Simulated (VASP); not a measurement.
# KCl (P1) in VASP: single point with PBE

Aim: the single point of KCl with PBE.

Program: VASP 6.6.1. These are calculated values, not measurements. Logs are shortened: lines on timing, memory, paths and dates and some standing lists are left out, and cuts for length are marked.

## Step 1: The cell of the first run

The typed cell holds 4 atoms: a = 4.635 Å, b = 4.633 Å, c = 6.553 Å, α = 89.92°, β = 89.73°, γ = 89.80°.

## Step 2: Single point, PBE

POSCAR

```
KCl
1.0
   -3.2720964300      0.0108761500      3.2832978300
    3.2700864000      0.0031831200      3.2812878100
   -0.0076930300      6.5530004800      0.0140592700
K Cl
2 2
Direct
    0.9932160000      0.0284720000      0.9957790000
    0.4752530000      0.4416900000      0.5071400000
    0.0519950000      0.0443550000      0.4965930000
    0.4569820000      0.5441850000      0.9898430000
```

INCAR.step1

```
PREC     = Accurate       # precision mode
ENCUT    = 520            # plane-wave cutoff, eV
EDIFF    = 1E-7           # SCF threshold, eV
ISMEAR   = 1              # smearing method
SIGMA    = 0.282          # smearing width, eV
LREAL    = False          # projectors in reciprocal space
LASPH    = True           # aspherical terms in the spheres
NELM     = 100            # most SCF steps
ALGO     = Normal         # electronic algorithm
ISIF     = 2              # what is computed and relaxed
LWAVE    = False          # write WAVECAR
LCHARG   = True           # write CHGCAR
GGA      = PE             # functional
NBANDS   = 24             # bands
```

KPOINTS.step1

```
Automatic mesh
0
Gamma
  4 4 3
  0.5 0.5 0.5
```

INCAR.step2

```
PREC     = Accurate       # precision mode
ENCUT    = 520            # plane-wave cutoff, eV
EDIFF    = 1E-7           # SCF threshold, eV
ISMEAR   = -5             # smearing method
SIGMA    = 0.282          # smearing width, eV
LREAL    = False          # projectors in reciprocal space
LASPH    = True           # aspherical terms in the spheres
NELM     = 100            # most SCF steps
ALGO     = Normal         # electronic algorithm
ISIF     = 2              # what is computed and relaxed
LWAVE    = False          # write WAVECAR
LCHARG   = False          # write CHGCAR
GGA      = PE             # functional
LORBIT   = 11             # projections on sites
NBANDS   = 24             # bands
NEDOS    = 2001           # points of the DOS
ICHARG   = 11             # starting density
```

KPOINTS.step2

```
Automatic mesh
0
Gamma
  6 6 5
```

Potentials or basis: VASP PAW PBE potentials, release 64 (K_sv, Cl).

Started as:

```console
$ cat potpaw_PBE.64/K_sv/POTCAR potpaw_PBE.64/Cl/POTCAR > POTCAR
$ cp INCAR.step1 INCAR
$ cp KPOINTS.step1 KPOINTS
$ mpirun -np 1 vasp_std > vasp.out
$ cp INCAR.step2 INCAR
$ cp KPOINTS.step2 KPOINTS
$ mpirun -np 1 vasp_std > vasp.out
```

OUTCAR:

```text
PREC = Accurate
   ENCUT = 520
   EDIFF = 1E-7
   ISMEAR = -5
   LREAL = False
   LASPH = True
   NELM = 100
   ISIF = 2
   GGA = PE
   LORBIT = 11
   ICHARG = 11

 ion  position               nearest neighbor table
   1  0.993  0.028  0.996-   4 3.10   4 3.22
   2  0.475  0.442  0.507-   3 2.70   4 3.20
   3  0.052  0.044  0.497-   2 2.70
   4  0.457  0.544  0.990-   1 3.10   2 3.20   1 3.22

  LATTYP: Found a triclinic cell.
 ALAT       =     6.5646010030
 B/A-ratio  =     0.7061180503
 C/A-ratio  =     1.7275841888
 COS(alpha) =     0.0000813960
 COS(beta)  =     0.5760102647
 COS(gamma) =     0.7085315593

  Lattice vectors:

 A1 = (  -0.0020100300,   0.0140592700,   6.5645856400)
 A2 = (  -3.2720964300,   0.0108761500,   3.2832978300)
 A3 = (   6.5478658300,  -6.5466342400,   6.5485163500)

Analysis of symmetry for initial positions (statically):
=====================================================================
 Subroutine PRICEL returns:
 Original cell was already a primitive cell.

 Routine SETGRP: Setting up the symmetry group for a
 triclinic supercell.

 Subroutine GETGRP returns: Found  1 space group operations
 (whereof  1 operations were pure point group operations)
 out of a pool of  2 trial point group operations.

The static configuration has the point symmetry C_1 .

Analysis of symmetry for dynamics (positions and initial velocities):
=====================================================================
 Subroutine PRICEL returns:
 Original cell was already a primitive cell.

 Routine SETGRP: Setting up the symmetry group for a
 triclinic supercell.

 Subroutine GETGRP returns: Found  1 space group operations
 (whereof  1 operations were pure point group operations)
 out of a pool of  2 trial point group operations.

The dynamic configuration has the point symmetry C_1 .

 Subroutine INISYM returns: Found  1 space group operations
 (whereof  1 operations are pure point group operations),
 and found     1 'primitive' translations

----------------------------------------------------------------------------------------

                                     Primitive cell

  volume of cell :     140.7141

  direct lattice vectors                    reciprocal lattice vectors
    -3.272096430  0.010876150  3.283297830    -0.152807988 -0.000506119  0.152286835
     3.270086400  0.003183120  3.281287810     0.152900825 -0.000147425  0.152379672
    -0.007693030  6.553000480  0.014059270     0.000179347  0.152602762 -0.000326772

  length of vectors
     4.635383261  4.632528995  6.553020078     0.215735526  0.215866275  0.152603217

  position of ions in fractional coordinates (direct lattice)
     0.993216000  0.028472000  0.995779000
     0.475253000  0.441690000  0.507140000
     0.051995000  0.044355000  0.496593000
     0.456982000  0.544185000  0.989843000

  ion indices of the primitive-cell ions
   primitive index   ion index
                 1           1
                 2           2
                 3           3
                 4           4

----------------------------------------------------------------------------------------

 KPOINTS: Automatic mesh

Automatic generation of k-mesh.
 Grid dimensions read from file:
 generate k-points for:    6    6    5

 Generating k-lattice:

  Cartesian coordinates                     Fractional coordinates (reciprocal lattice)
    -0.025467998 -0.000084353  0.025381139     0.166666667  0.000000000  0.000000000
     0.025483471 -0.000024571  0.025396612     0.000000000  0.166666667  0.000000000
     0.000035869  0.030520552 -0.000065354     0.000000000  0.000000000  0.200000000

  Length of vectors
     0.035955921  0.035977712  0.030520643

  Shift w.r.t. Gamma in fractional coordinates (k-lattice)
     0.000000000  0.000000000  0.000000000

 TETIRR: Found    540 inequivalent tetrahedra from     1080

 Subroutine IBZKPT returns following result:
 ===========================================

 Found     92 irreducible k-points:

 Following reciprocal coordinates:
            Coordinates               Weight
  0.000000  0.000000  0.000000      1.000000
  0.166667  0.000000 -0.000000      2.000000
  0.333333 -0.000000 -0.000000      2.000000
  0.500000 -0.000000 -0.000000      1.000000
  0.000000  0.166667 -0.000000      2.000000
  0.166667  0.166667 -0.000000      2.000000
[... 16 lines left out ...]
  0.333333 -0.000000  0.200000      2.000000
  0.500000 -0.000000  0.200000      2.000000
 [... further k-points ...]
   k-points           NKPTS =     92   k-points in BZ     NKDIM =     92   number of bands    NBANDS=     24
   number of dos      NEDOS =   2001   number of ions     NIONS =      4
   total plane-waves  NPLWV =  64800
   dimension x,y,z NGX =    36 NGY =   36 NGZ =   50
   dimension x,y,z NGXF=    72 NGYF=   72 NGZF=  100
   ions per type =               2   2
   NGX,Y,Z   is equivalent  to a cutoff of  12.91, 12.92, 12.68 a.u.
   NGXF,Y,Z  is equivalent  to a cutoff of  25.82, 25.84, 25.37 a.u.
 SYSTEM =  unknown system
   PREC   = accura    normal or accurate (medium, high low for compatibility)
   ISTART =      0    job   : 0-new  1-cont  2-samecut
   ICHARG =     11    charge: 1-file 2-atom 10-const
   ISPIN  =      1    spin polarized calculation?
   LNONCOLLINEAR =      F non collinear calculations
   LSORBIT =      F    spin-orbit coupling
   LASPH  =      T    aspherical Exc in radial PAW
   ENCUT  =  520.0 eV  38.22 Ry    6.18 a.u.   8.62  8.61 12.18*2*pi/ulx,y,z
   NELM   =    100;   NELMIN=  2; NELMDL=  0     # of ELM steps
   EDIFF  = 0.1E-06   stopping-criterion for ELM
   LREAL  =      F    real-space projection
   EDIFFG = 0.1E-05   stopping-criterion for IOM
   NSW    =      0    number of steps for IOM
   IBRION =     -1    ionic relax: 0-MD 1-quasi-New 2-CG
   NFREE  =      0    steps in history (QN), initial steepest desc. (CG)
   ISIF   =      2    stress and relaxation
   ISYM   =      2    0-nonsym 1-usesym 2-fastsym
   POTIM  = 0.5000    time-step for ionic-motion
   TEBEG  =    0.0;   TEEND  =   0.0 temperature during run
   PSTRESS=    0.0 pullay stress
   NELECT =      32.0000    total number of electrons
   NUPDOWN=      -1.0000    fix difference up-down
   EMIN   =  10.00;   EMAX   =-10.00  energy-range for DOS
   EFERMI =   0.00;   METHOD = LEGACY
   ISMEAR =    -5;   SIGMA  =   0.28  broadening in eV -4-tet -1-fermi 0-gaus
   EFERMI_NEDOS =   21; number of points for ismear=-14 and -15
   IALGO  =     38    algorithm
   IMIX   =      4    mixing-type and parameters
     AMIX     =   0.40;   BMIX     =  1.00
     AMIX_MAG =   1.60;   BMIX_MAG =  1.00
  volume/ion in A,a.u.               =      35.18       237.40
  Fermi-wavevector in a.u.,A,eV,Ry     =   0.999261  1.888330 13.585726  0.998523
  Thomas-Fermi vector in A             =   2.131539
   LORBIT       =     11    0 simple, 1 ext, 2 COOP (PROOUT), +10 PAW based schemes
   GGA     = PE    functional components
   LHFCALC =     F    Hartree Fock is set to
   AEXX    =    0.0000 exact exchange contribution
   IVDW    =     0    specifies the selected vdW correction
   LEPSILON=     F    determine dielectric tensor
   LRPA    =     F    only Hartree local field effects (RPA)
 non-spin polarized calculation
 Fermi weights with tetrahedron method with Bloechl corrections
  energy-cutoff  :      520.00
  volume of cell :      140.71
 maximum number of plane-waves:      3810
 NGX is ok and might be reduce to    36

 number of electron      32.0000002 magnetization

 Free energy of the ion-electron system (eV)
  ---------------------------------------------------
  ext. energy  EPLUGINS =         0.00000000
  ---------------------------------------------------
  free energy    TOTEN  =       -13.33618255 eV

  energy without entropy =      -13.33618255  energy(sigma->0) =      -13.33618255

 E-fermi :  -2.3114     XC(G=0):  -7.0287

 val. band max:       -2.3123071791   @ k =   0.0000   0.0000   0.0000
 cond. band min:       2.4984612969   @ k =   0.0000   0.0000   0.0000
 fundamental gap:      4.8107684760
 Fermi energy:        -2.3113986987

 k-point     1 :       0.0000    0.0000    0.0000
  band No.  band energies     occupation
      1     -29.8123      2.00000
      2     -29.6402      2.00000
      3     -14.4538      2.00000
      4     -14.2701      2.00000
      5     -13.3337      2.00000
      6     -13.2893      2.00000
[... 16 lines left out ...]
     23       6.8108      0.00000
     24       7.0148      0.00000

 k-point     2 :       0.1667    0.0000   -0.0000
  band No.  band energies     occupation
      1     -29.8118      2.00000
      2     -29.6396      2.00000
      3     -14.4835      2.00000
      4     -14.3042      2.00000
      5     -13.3296      2.00000
      6     -13.2880      2.00000
[... 16 lines left out ...]
     23       6.8307      0.00000
     24       7.0372      0.00000

 k-point     3 :       0.3333   -0.0000   -0.0000
  band No.  band energies     occupation
      1     -29.8108      2.00000
      2     -29.6385      2.00000
      3     -14.5397      2.00000
      4     -14.3664      2.00000
      5     -13.3205      2.00000
      6     -13.2825      2.00000
[... 16 lines left out ...]
     23       6.8848      0.00000
     24       7.0929      0.00000
[... 514 lines left out ...]
 k-point    23 :       0.3333   -0.0000    0.2000
  band No.  band energies     occupation
      1     -29.8108      2.00000
      2     -29.6385      2.00000
      3     -14.5559      2.00000
      4     -14.3842      2.00000
      5     -13.3042      2.00000
      6     -13.2822      2.00000
[... 16 lines left out ...]
     23       7.1861      0.00000
     24       7.3697      0.00000

 k-point    24 :       0.5000   -0.0000    0.2000
  band No.  band energies     occupation
      1     -29.8103      2.00000
      2     -29.6379      2.00000
      3     -14.5823      2.00000
      4     -14.4121      2.00000
      5     -13.3002      2.00000
      6     -13.2794      2.00000
[... 16 lines left out ...]
     23       7.3498      0.00000
     24       7.5996      0.00000

 [... further k-points ...]

------------------------ aborting loop because EDIFF is reached ----------------------------------------

  FORCE on cell =-STRESS in cart. coord.  units (eV):
  Direction    XX          YY          ZZ          XY          YZ          ZX
  --------------------------------------------------------------------------------------
  -------------------------------------------------------------------------------------
  Total       -0.5641373     -0.8083956      1.8422057      0.0438276      0.0721280     -0.1425438
  in kB       -6.4232947     -9.2044318     20.9754424      0.4990232      0.8212529     -1.6230107
  external PRESSURE =       1.7825720 kB  Pullay stress =       0.0000000 kB

 VOLUME and BASIS-vectors are now :
 -----------------------------------------------------------------------------
  energy-cutoff  :      520.00
  volume of cell :      140.71
      direct lattice vectors                 reciprocal lattice vectors
    -3.272096430  0.010876150  3.283297830    -0.152807988 -0.000506119  0.152286835
     3.270086400  0.003183120  3.281287810     0.152900825 -0.000147425  0.152379672
    -0.007693030  6.553000480  0.014059270     0.000179347  0.152602762 -0.000326772

 POSITION                                       TOTAL-FORCE (eV/Angst)
 -----------------------------------------------------------------------------------
     -3.16445      6.53623      3.36845         0.071192      0.021201     -0.053844
     -0.11461      3.32986      3.01684         0.079742     -0.057667      1.079894
     -0.02891      3.25488      0.32324         0.055266     -0.025722     -1.074299
      0.27663      6.49314      3.29995        -0.206200      0.062188      0.048249
 -----------------------------------------------------------------------------------
    total drift:                                0.001038     -0.000003      0.001465

  FREE ENERGIE OF THE ION-ELECTRON SYSTEM (eV)
  ---------------------------------------------------
  free  energy   TOTEN  =       -13.3361825547 eV

  energy  without entropy=      -13.3361825547  energy(sigma->0) =      -13.33618255

 total charge

# of ion       s       p       d       tot
------------------------------------------
    1        1.954   5.578   0.019   7.551
    2        1.958   5.583   0.030   7.572
    3        1.589   3.570   0.000   5.159
    4        1.588   3.558   0.000   5.146
--------------------------------------------------
tot          7.090  18.289   0.049  25.428
```

Run time: 5.5 min. Hardware: 1 thread of Intel Xeon Platinum 8175M at 2.50GHz (Skylake/Cascade Lake), shared host; peak memory 0.39 GiB.

What came out:

```yaml
Valence_electrons_inside_the_program's_atomic_spheres: K 7.55, 7.57; Cl 5.16, 5.15
```
